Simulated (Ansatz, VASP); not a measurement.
# Si2BN in VASP and in Ansatz

```
Si B N
1.0
     5.03869    0.00000    0.00000
    -2.51934    4.36363    0.00000
     0.00000    0.00000    2.61857
Si B N
2 1 1
Direct
  0.33333 0.66667 0.00000
  0.66667 0.33333 0.00000
  0.00000 0.00000 0.50000
  0.00000 0.00000 0.00000
```

Alike in both runs: functional PBE; k mesh 12 × 12 × 18; occupations gaussian, width 0.1 eV; no spin polarisation.

Ansatz relaxed the structure, and its values are those at the end. VASP's run is a single point on that final structure, the one shown.

|  | VASP | Ansatz |
| --- | --- | --- |
| version | VASP 6.6.1 | Ansatz 0.2.0 |
| potentials or method | VASP PAW PBE potentials, release 64 (Si, B, N), cutoff 520 eV | scalar-relativistic, plane waves, PAW |
| valence electrons in the cell | 16 | 16 |

Ansatz gave:

| Property | Result |
| --- | --- |
| gap on the k mesh at the Fermi level (eV) | none |
| pressure (GPa) | 0.0 |

Problem. What did VASP give for the same quantities?

Solution. gap on the k mesh at the Fermi level (eV): none; pressure (GPa): -0.2.

A gap of «none» marks a metal or a gap that the smearing closes.
